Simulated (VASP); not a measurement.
A run of VASP 6.6.1 is set up as follows.

The input INCAR:

```
SYSTEM = Te
  PREC = Accurate
  ENCUT = 520
  EDIFF = 1E-7
  ISMEAR = -1
  SIGMA = 0.2
  LREAL = .False.
  LASPH = .True.
  NELM = 100
  ALGO = Normal
  ISIF = 2
  LWAVE = .False.
  LCHARG = .False.
  GGA = RP
  NBANDS = 16
```

KPOINTS

```
Automatic mesh
0
Gamma
  6 6 4
  0 0 0
```

Contents of POSCAR:

```
Te
1.0
    4.4540000000      0.0000000000      0.0000000000
   -2.2270000000      3.8572800000      0.0000000000
    0.0000000000      0.0000000000      5.9240000000
Te
3
Direct
    0.2690000000      0.0000000000      0.3333333333
    0.0000000000      0.2690000000      0.6666666667
    0.7310000000      0.7310000000      0.0000000000
```

Potentials or basis: VASP PAW PBE potentials, release 64 (Te).

The run is started by

```console
$ cat potpaw_PBE.64/Te/POTCAR > POTCAR
$ mpirun -np 1 vasp_std > vasp.out
```

(1) What does it give for the band gap on the k mesh?

(2) What does it give for the pressure?

(3) Predict the largest force.

Answers

(1) 0.21 eV.

(2) 2.8 GPa.

(3) 0.196 eV/Å.

Caveat: semilocal functionals underestimate gaps, and a narrow one can read as zero; the PAW data sets were made with another functional, which shifts forces and pressure a little; spin-orbit coupling is left out, which moves the levels of the heavy elements.
